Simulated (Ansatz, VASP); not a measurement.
# Two plane-wave programs on CoW3

Contents of POSCAR:

```
CoW3
1.0
    0.0000000000      3.0720842694      3.0720842694
    3.0720842694      0.0000000000      3.0720842694
    3.0720842694      3.0720842694      0.0000000000
W Co
3 1
Direct
    0.2500000000      0.2500000000      0.2500000000
    0.7500000000      0.7500000000      0.7500000000
    0.5000000000      0.5000000000      0.5000000000
    0.0000000000      0.0000000000      0.0000000000
```

INCAR.step1

```
PREC = Accurate
ENCUT = 520
ISMEAR = 0
SIGMA = 0.1
LREAL = F
LASPH = T
NELM = 100
NBANDS = 34
GGA = PE
ALGO = Normal
EDIFF = 1E-4
LWAVE = T
LCHARG = F
```

The input INCAR.step2:

```
PREC = Accurate
ENCUT = 520
EDIFF = 1E-6
ISMEAR = 0
SIGMA = 0.1
LREAL = F
LASPH = T
NELM = 100
ALGO = Normal
ISIF = 2
LWAVE = F
LCHARG = F
METAGGA = R2SCAN
LMIXTAU = T
NBANDS = 34
ISTART = 1
```

The input KPOINTS:

```
regular mesh
0
Gamma
  12 12 12
```

Input for Ansatz:

```yaml
crystal:
  lattice:
    - [0.0, 3.0720842694, 3.0720842694]
    - [3.0720842694, 0.0, 3.0720842694]
    - [3.0720842694, 3.0720842694, 0.0]
  atoms:
    - { symbol: W, position: [0.25, 0.25, 0.25] }
    - { symbol: W, position: [0.75, 0.75, 0.75] }
    - { symbol: W, position: [0.5, 0.5, 0.5] }
    - { symbol: Co, position: [0.0, 0.0, 0.0] }
basis:
  ecutwfc: 500
kpoints:
  mp_grid: { grid: [12, 12, 12] }
hamiltonian:
  xc: r2scan
scf:
  occupations: { method: gaussian, width: 0.1 }
  lower_state_search: "off"
output:
  forces: true
  stress: true
  eigenvalues: true
```

Alike in both runs: task single point; functional r2SCAN; k mesh 12 × 12 × 12; occupations gaussian, width 0.1 eV; no spin polarisation.

|  | VASP | Ansatz |
| --- | --- | --- |
| version | VASP 6.6.1 | Ansatz 0.2.0 |
| potentials or method | VASP PAW PBE potentials, release 64 (W_sv, Co), cutoff 520 eV | scalar-relativistic, plane waves, PAW |
| valence electrons in the cell | 51 | 59 |

```csv
,VASP,Ansatz,Ansatz less VASP
gap on the k mesh at the Fermi level (eV),none,none,-
pressure (GPa),3.3,2.1,-1.21
```

VASP's potentials were made for PBE, not for r2SCAN. A gap of «none» marks a metal or a gap that the smearing closes. The functional is the same, so the differences come from potentials, cutoffs and numerics. VASP's potentials hold 51 valence electrons a cell and Ansatz's 59, so a difference there can come from the potentials and not from the codes.

Spin-orbit coupling is off throughout.
